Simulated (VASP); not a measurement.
## C: single point with LDA

Crystal: C.

```xyz
2
Lattice="-1.9991 2.4350 2.7206 1.9991 -2.4350 2.7206 1.9991 2.4350 -2.7206" Properties=species:S:1:pos:R:3 pbc="T T T"
C     0.0000    0.6488    2.7206
C     1.9991    1.7862    0.0000
```

```yaml
Program: VASP 6.6.1
Task: single point
Functional: LDA
Potentials_or_basis: VASP PAW LDA potentials, release 64 (C)
Cutoff: 520 eV
k_mesh: 9 × 9 × 9
Occupations: methfessel-paxton, width 0.1 eV
Spin: no spin polarisation
```

```
Pressure               : -5.2 GPa
Largest force          : 0.475 eV/Å
Band gap on the k mesh : zero (band 4 reaches -4.59 eV, above the bottom of band 5 at -4.76 eV)
```

Forces on the atoms (eV/Å):
```
C    0.000 -0.475  0.000
C    0.000  0.475  0.000
```

Stress tensor (GPa, compression positive):
```
-3.40  0.00  0.00
 0.00 -6.96  0.00
 0.00  0.00 -5.34
```

Levels at points of the mesh, in eV from the Fermi level:
```tsv
k point	band 1	band 2	band 3	band 4	band 5	band 6	band 7	band 8	band 9
(0.00, 0.00, 0.00)	-12.00	-1.83	-1.05	0.11	0.13	5.68	6.56	9.21	14.49
```

Run time: 38 s on 1 thread of Intel(R) Xeon(R) Platinum 8259CL CPU @ 2.50GHz (Skylake/Cascade Lake), with other jobs on the host, peak memory 0.18 GiB.
